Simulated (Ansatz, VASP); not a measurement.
# Two plane-wave programs on Ag

INCAR

```
SYSTEM = Ag
ALGO = Normal
EDIFF = 1E-8
ENCUT = 520
GGA = PE
ISIF = 2
ISMEAR = -1
LASPH = .True.
LCHARG = .False.
LEFG = .True.
LREAL = .False.
LWAVE = .False.
NBANDS = 18
NELM = 100
PREC = Accurate
SIGMA = 0.05
```

KPOINTS

```
k-points
0
Gamma
  11 11 11
  0 0 0
```

POSCAR

```
Ag
1.0
    0.0000000000      3.1492628698      3.1492628698
    3.1492628698      0.0000000000      3.1492628698
    3.1492628698      3.1492628698      0.0000000000
Ag
2
Direct
    0.0000000000      0.0000000000      0.0000000000
    0.2500000000      0.2500000000      0.2500000000
```

Input for Ansatz:

```yaml
crystal:
  lattice:
    - [0.0, 3.1492628698, 3.1492628698]
    - [3.1492628698, 0.0, 3.1492628698]
    - [3.1492628698, 3.1492628698, 0.0]
  atoms:
    - { symbol: Ag, position: [0.0, 0.0, 0.0] }
    - { symbol: Ag, position: [0.25, 0.25, 0.25] }
kpoints:
  mp_grid: { grid: [11, 11, 11] }
scf:
  occupations: { method: fermi_dirac, width: 0.05 }
hamiltonian:
  xc: pbe
  pseudopotentials: { kind: paw }
output:
  forces: true
  stress: true
  eigenvalues: true
  efg: { contact_densities: true }
```

Change from the starting cell: volume scaled by 1.04, PAW files.

Alike in both runs: task electric field gradients; functional PBE; k mesh 11 × 11 × 11; occupations fermi-dirac, width 0.05 eV; no spin polarisation.

```csv
,VASP,Ansatz
version,VASP 6.6.1,Ansatz 0.2.0
potentials or method,"VASP PAW PBE potentials, release 64 (Ag)","PAW with Ansatz's default frozen-core files, scalar-relativistic"
plane-wave cutoff (eV),520,420
valence electrons in the cell,22,38
```

```csv
,VASP,Ansatz,Ansatz less VASP
pressure (GPa),-1.1,-1.1,+0.04
```

With one functional, cell and mesh, what is left measures potentials, basis and numerics. VASP's potentials hold 22 valence electrons a cell and Ansatz's 38, so a difference there can come from the potentials and not from the codes.
